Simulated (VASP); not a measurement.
Set up this calculation in VASP 6.6.1, as the native input.

* Task: single point
* Functional: PBE
* Potentials or basis: VASP PAW PBE potentials, release 64 (Mg, Cd, O)
* Cutoff: 520 eV
* k mesh: 6 × 6 × 2
* Occupations: gaussian, width 0.1 eV
* Spin: collinear spin, ferromagnetic start
* Starting moments: [0.0, 0.0, 0.0, 0.0, 1.0, 1.0, 1.0, 1.0] μB
* Dipole correction: no
* Further INCAR settings: ALGO = Normal; EDIFF = 1e-07; NBANDS = 45

The structure of MgCd3O4 lies in POSCAR:

```
MgCd3O4
1.0
    3.5378538500      0.0000000000      0.0000000000
    0.0000000000      3.5378538500      0.0000000000
    0.0000000000      0.0000000000     10.0065617800
Mg Cd O
1 3 4
Direct
    0.5000000000      0.5000000000      0.0000000000
    0.0000000000      0.0000000000      0.7500000000
    0.0000000000      0.0000000000      0.2500000000
    0.5000000000      0.5000000000      0.5000000000
    0.0000000000      0.0000000000      0.0000000000
    0.5000000000      0.5000000000      0.2500000000
    0.0000000000      0.0000000000      0.5000000000
    0.5000000000      0.5000000000      0.7500000000
```

These files were run (other wordings do the same):

INCAR

```
SYSTEM = MgCd3O4
PREC = Accurate
ENCUT = 520
EDIFF = 1E-7
ISMEAR = 0
SIGMA = 0.1
LREAL = .False.
LASPH = .True.
NELM = 150
ALGO = Normal
ISIF = 2
LWAVE = .False.
LCHARG = .False.
ISPIN = 2
MAGMOM = 0 0 0 0 1 1 1 1
LORBIT = 11
GGA = PE
NBANDS = 45
```

KPOINTS

```
regular mesh
0
Gamma
  6 6 2
  0 0 0
```

Potentials or basis: VASP PAW PBE potentials, release 64 (Mg, Cd, O).

Launch:

```bash
$ cat potpaw_PBE.64/Mg/POTCAR potpaw_PBE.64/Cd/POTCAR potpaw_PBE.64/O/POTCAR > POTCAR
$ mpirun -np 1 vasp_std > vasp.out
```

It gave:

| Property | Result |
| --- | --- |
| Pressure | -16.0 GPa |
| Largest force | 0.525 eV/Å |
| Band gap on the k mesh | zero (filled and empty bands overlap) |
| Net moment | 0.00 μB per cell |
| Valence electrons inside the program's atomic spheres | Mg 0.20; Cd 10.12; O 4.86, 4.85 (each value once) |

Caveat: the cell stands under tension; semilocal functionals underestimate gaps, and a narrow one can read as zero.

It took 2.8 min on 1 thread of Intel(R) Xeon(R) 6975P-C (Granite Rapids) (shared host), peak memory 0.38 GiB.
